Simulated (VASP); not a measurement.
# As (Im-3m) in VASP: further runs, part 2 of 2

VASP 6.6.1.

### Step 3. Single point, BLYP (volume scaled by 0.92)

INCAR

```
SYSTEM = As
  AGGAC = 1.0
  AGGAX = 1.0
  ALDAC = 0.0
  ALDAX = 1.0
  ALGO = Normal
  EDIFF = 1E-7
  ENCUT = 520
  GGA = B5
  ISIF = 2
  ISMEAR = -1
  LASPH = .True.
  LCHARG = .False.
  LREAL = .False.
  LWAVE = .False.
  NBANDS = 8
  NELM = 60
  PREC = Accurate
  SIGMA = 0.1
```

KPOINTS

```
k-points
0
Gamma
  14 14 14
  0 0 0
```

POSCAR

```
As
1.0
   -1.6926396991      1.6926396991      1.6926396991
    1.6926396991     -1.6926396991      1.6926396991
    1.6926396991      1.6926396991     -1.6926396991
As
1
Direct
    0.0000000000      0.0000000000      0.0000000000
```

Potentials or basis: VASP PAW PBE potentials, release 64 (As).

Launch:

```
$ cat potpaw_PBE.64/As/POTCAR > POTCAR
$ mpirun -np 1 vasp_std > vasp.out
```

OUTCAR:

```text
SYSTEM = As
   EDIFF = 1E-7
   ENCUT = 520
   GGA = B5
   ISIF = 2
   ISMEAR = -1
   LASPH = .True.
   LREAL = .False.
   NELM = 60
   PREC = Accurate

 ion  position               nearest neighbor table
   1  0.000  0.000  0.000-

  LATTYP: Found a body centered cubic cell.
 ALAT       =     3.3852793982

  Lattice vectors:

 A1 = (  -1.6926396991,   1.6926396991,   1.6926396991)
 A2 = (   1.6926396991,  -1.6926396991,   1.6926396991)
 A3 = (   1.6926396991,   1.6926396991,  -1.6926396991)

Analysis of symmetry for initial positions (statically):
=====================================================================
 Subroutine PRICEL returns:
 Original cell was already a primitive cell.

 Routine SETGRP: Setting up the symmetry group for a
 body centered cubic supercell.

 Subroutine GETGRP returns: Found 48 space group operations
 (whereof 48 operations were pure point group operations)
 out of a pool of 48 trial point group operations.

The static configuration has the point symmetry O_h .

Analysis of symmetry for dynamics (positions and initial velocities):
=====================================================================
 Subroutine PRICEL returns:
 Original cell was already a primitive cell.

 Routine SETGRP: Setting up the symmetry group for a
 body centered cubic supercell.

 Subroutine GETGRP returns: Found 48 space group operations
 (whereof 48 operations were pure point group operations)
 out of a pool of 48 trial point group operations.

The dynamic configuration has the point symmetry O_h .

 Subroutine INISYM returns: Found 48 space group operations
 (whereof 48 operations are pure point group operations),
 and found     1 'primitive' translations

----------------------------------------------------------------------------------------

                                     Primitive cell

[... 108 lines left out ...]
     AMIX_MAG =   1.60;   BMIX_MAG =  1.00
  volume/ion in A,a.u.               =      19.40       130.90
  Fermi-wavevector in a.u.,A,eV,Ry     =   1.041870  1.968849 14.769038  1.085494
  Thomas-Fermi vector in A             =   2.176510
   LORBIT       =      0    0 simple, 1 ext, 2 COOP (PROOUT), +10 PAW based schemes
   GGA     = B5    functional components
   LHFCALC =     F    Hartree Fock is set to
   AEXX    =    0.0000 exact exchange contribution
   IVDW    =     0    specifies the selected vdW correction
   LEPSILON=     F    determine dielectric tensor
   LRPA    =     F    only Hartree local field effects (RPA)
 non-spin polarized calculation
  energy-cutoff  :      520.00
  volume of cell :       19.40
 maximum number of plane-waves:       539
 NGX is ok and might be reduce to    24
   NGX = 11   NGY = 11   NGZ = 11

 number of electron       4.9999999 magnetization

 Free energy of the ion-electron system (eV)
  ---------------------------------------------------
  ext. energy  EPLUGINS =         0.00000000
  ---------------------------------------------------
  free energy    TOTEN  =        -3.35274366 eV

  energy without entropy =       -3.33569146  energy(sigma->0) =       -3.34421756

 E-fermi :   6.6478     XC(G=0):  -9.9980

 val. band max:        6.6222813386   @ k =  -0.3571   0.3571   0.2857
 cond. band min:       6.6552390359   @ k =   0.3571   0.1429  -0.0000
 fundamental gap:      0.0329576973
 Fermi energy:         6.6477956506

 k-point     1 :       0.0000    0.0000    0.0000
  band No.  band energies     occupation
      1      -8.1745      2.00000
      2      12.2536      0.00000
      3      12.2536      0.00000
      4      12.2536      0.00000
      5      19.7318      0.00000
      6      19.7318      0.00000
      7      19.7318      0.00000
      8      21.2773      0.00000
[... 243 lines left out ...]
 k-point    24 :       0.3571    0.2857    0.0000
  band No.  band energies     occupation
      1      -2.8542      2.00000
      2       2.0145      2.00000
      3       3.2990      2.00000
      4       9.3973      0.00000
      5      17.1357      0.00000
      6      20.1606      0.00000
      7      21.3283      0.00000
      8      25.4110      0.00000

 [... further k-points ...]

------------------------ aborting loop because EDIFF is reached ----------------------------------------

  FORCE on cell =-STRESS in cart. coord.  units (eV):
  Direction    XX          YY          ZZ          XY          YZ          ZX
  --------------------------------------------------------------------------------------
  -------------------------------------------------------------------------------------
  Total        0.7558479      0.7558479      0.7558479      0.0000000      0.0000000     -0.0000000
  in kB       62.4297297     62.4297297     62.4297297      0.0000000      0.0000000     -0.0000000
  external PRESSURE =      62.4297297 kB  Pullay stress =       0.0000000 kB

 VOLUME and BASIS-vectors are now :
 -----------------------------------------------------------------------------
  energy-cutoff  :      520.00
  volume of cell :       19.40
      direct lattice vectors                 reciprocal lattice vectors
    -1.692639699  1.692639699  1.692639699     0.000000000  0.295396593  0.295396593
     1.692639699 -1.692639699  1.692639699     0.295396593  0.000000000  0.295396593
     1.692639699  1.692639699 -1.692639699     0.295396593  0.295396593  0.000000000

 POSITION                                       TOTAL-FORCE (eV/Angst)
 -----------------------------------------------------------------------------------
      0.00000      0.00000      0.00000         0.000000     -0.000000     -0.000000
 -----------------------------------------------------------------------------------
    total drift:                                0.000000      0.000000      0.000000

  FREE ENERGIE OF THE ION-ELECTRON SYSTEM (eV)
  ---------------------------------------------------
  free  energy   TOTEN  =        -3.3527436556 eV

  energy  without entropy=       -3.3356914608  energy(sigma->0) =       -3.34421756
```

OSZICAR:

```text
N       E                     dE             d eps       ncg     rms          rms(c)
DAV:   1     0.348659696245E+01    0.34866E+01   -0.21322E+03  1664   0.475E+02
DAV:   2    -0.328162741028E+01   -0.67682E+01   -0.63387E+01  2312   0.495E+01
DAV:   3    -0.334862564770E+01   -0.66998E-01   -0.66539E-01  1928   0.533E+00
DAV:   4    -0.334867701734E+01   -0.51370E-04   -0.51364E-04  2608   0.171E-01
DAV:   5    -0.334867702874E+01   -0.11405E-07   -0.12284E-07  1976   0.179E-03    0.166E+00
DAV:   6    -0.335074208448E+01   -0.20651E-02   -0.96411E-04  2120   0.218E-01    0.988E-01
DAV:   7    -0.335268002604E+01   -0.19379E-02   -0.26989E-03  1992   0.367E-01    0.499E-02
DAV:   8    -0.335274308058E+01   -0.63055E-04   -0.82774E-05  2400   0.692E-02    0.375E-03
DAV:   9    -0.335274356452E+01   -0.48395E-06   -0.90396E-07  2048   0.712E-03    0.126E-03
DAV:  10    -0.335274365559E+01   -0.91063E-07   -0.67157E-08  1768   0.198E-03
   1 F= -.33527437E+01 E0= -.33442176E+01  d E =-.170522E-01
```

Run time: 8.2 s. Hardware: 1 thread of Intel Xeon 6975P-C (Granite Rapids), shared host; peak memory 0.14 GiB.

Results:

```yaml
Free_energy: -3.3527 eV
Pressure: 6.2 GPa
```

Levels at points of the mesh, in eV from the Fermi level:
```csv
k point,band 1,band 2,band 3,band 4,band 5,band 6
"(0.00, 0.00, 0.00)",-14.82,5.61,5.61,5.61,13.08,13.08
"(0.50, 0.00, 0.00)",-10.33,-6.17,1.83,4.25,8.00,8.73
"(0.50, 0.50, 0.50)",-6.91,-2.14,-2.14,-2.14,4.19,4.19
```

Caveat: the PAW data sets were made with another functional, which shifts forces and pressure a little.

### Step 4. Single point, BLYP (volume scaled by 0.96)

INCAR

```
PREC = Accurate
ENCUT = 520
EDIFF = 1E-7
ISMEAR = -1
SIGMA = 0.1
LREAL = False
LASPH = True
NELM = 100
ALGO = Normal
ISIF = 2
LWAVE = False
LCHARG = True
GGA = B5
ALDAX = 1.0
AGGAX = 1.0
AGGAC = 1.0
ALDAC = 0.0
LELF = True
LVHAR = True
NBANDS = 8
```

KPOINTS

```
Automatic mesh
0
Gamma
  14 14 14
```

POSCAR

```
As
1.0
   -1.7168235336      1.7168235336      1.7168235336
    1.7168235336     -1.7168235336      1.7168235336
    1.7168235336      1.7168235336     -1.7168235336
As
1
Direct
    0.0000000000      0.0000000000      0.0000000000
```

Launch:

```
$ cat potpaw_PBE.64/As/POTCAR > POTCAR
$ mpirun -np 1 vasp_std > vasp.out
```

It took 8.4 s on 1 thread of Intel Xeon 6975P-C (Granite Rapids), shared host; peak memory 0.13 GiB.

The run converged. Its results:

```
Free energy : -3.3761 eV
Pressure    : 2.8 GPa
```

Levels at points of the mesh, in eV from the Fermi level:
```tsv
k point	band 1	band 2	band 3	band 4	band 5
(0.00, 0.00, 0.00)	-14.45	5.29	5.29	5.29	12.91
(0.50, 0.00, 0.00)	-10.24	-5.87	1.73	4.06	7.86
(0.50, 0.50, 0.50)	-7.09	-2.03	-2.03	-2.03	4.32
```

Caveat: the PAW data sets were made with another functional, which shifts forces and pressure a little.

### Step 5. The runs side by side

| cell | gap on the mesh (eV) | pressure (GPa) |
| --- | --- | --- |
| a = 2.889 Å, angles 109.5°, 1 atom | none | 10.6 |
| a = 2.932 Å, angles 109.5°, 1 atom | none | 6.2 |
| a = 2.974 Å, angles 109.5°, 1 atom | none | 2.8 |

Alike in all rows: task single point; level BLYP; potentials or basis VASP PAW PBE potentials, release 64 (As); no spin polarisation; k mesh 14 × 14 × 14; cutoff (eV) 520; smearing fermi-dirac 0.1 eV.

Caveats: the PAW data sets were made with another functional, which shifts forces and pressure a little.

Total energies depend on the potentials used, so only differences within one code and one set of settings carry meaning.
